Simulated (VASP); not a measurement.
Write the native input for VASP 6.6.1 that does the following.

```
Task                   : single point
Functional             : r2SCAN
Potentials or basis    : VASP PAW PBE potentials, release 64 (Ba_sv, Ti_sv, O)
Cutoff                 : 520 eV
k mesh                 : 6 × 6 × 6
Occupations            : gaussian, width 0.01 eV
Spin                   : no spin polarisation
Dipole correction      : no
Further INCAR settings : ALGO = Normal; EDIFF = 1e-06; NBANDS = 28
```

Crystal: BaTiO3.

```
Ba Ti O
1.0
     2.84000    1.63967    2.33135
    -2.84000    1.63967    2.33135
     0.00000   -3.27935    2.33135
Ba Ti O
1 1 3
Direct
  0.99679 0.99679 0.99679
  0.48333 0.48333 0.48333
  0.50983 0.50983 0.01942
  0.01942 0.50983 0.50983
  0.50983 0.01942 0.50983
```

One way to write it, as run:

POSCAR

```
BaTiO3
1.0
    2.8399983144      1.6396737913      2.3313532688
   -2.8399983144      1.6396737913      2.3313532688
    0.0000000000     -3.2793475827      2.3313532687
Ba Ti O
1 1 3
Direct
   -0.0032057798     -0.0032057798     -0.0032057798
    0.4833346617      0.4833346617      0.4833346617
    0.5098255445      0.5098255445      0.0194200292
    0.0194200292      0.5098255445      0.5098255445
    0.5098255445      0.0194200292      0.5098255445
```

INCAR.step1

```
PREC = Accurate
ENCUT = 520
ISMEAR = 0
SIGMA = 0.01
LREAL = False
LASPH = True
NELM = 60
NBANDS = 28
GGA = PE
ALGO = Normal
EDIFF = 1E-4
LWAVE = True
LCHARG = False
```

INCAR.step2

```
PREC = Accurate
ENCUT = 520
EDIFF = 1E-6
ISMEAR = 0
SIGMA = 0.01
LREAL = False
LASPH = True
NELM = 60
ALGO = Normal
ISIF = 2
LWAVE = False
LCHARG = False
METAGGA = R2SCAN
LMIXTAU = True
NBANDS = 28
ISTART = 1
```

KPOINTS

```
Automatic mesh
0
Gamma
  6 6 6
```

Potentials or basis: VASP PAW PBE potentials, release 64 (Ba_sv, Ti_sv, O).

The run is started by

```console
$ cat potpaw_PBE.64/Ba_sv/POTCAR potpaw_PBE.64/Ti_sv/POTCAR potpaw_PBE.64/O/POTCAR > POTCAR
$ cp INCAR.step1 INCAR
$ mpirun -np 1 vasp_std > vasp.out
$ cp INCAR.step2 INCAR
$ mpirun -np 1 vasp_std > vasp.out
```

Results of the run:

| Quantity | Value |
| --- | --- |
| Pressure | 1.9 GPa |
| Largest force | 0.175 eV/Å |
| Band gap on the k mesh | 2.85 eV (least direct gap 3.31 eV) |

Caveat: the PAW data sets were made with another functional, which shifts forces and pressure a little; spin-orbit coupling is left out, which moves the levels of the heavy elements.

It took 9.9 min on 1 thread of Intel Xeon 8259CL, with other jobs on the host, peak memory 0.21 GiB.
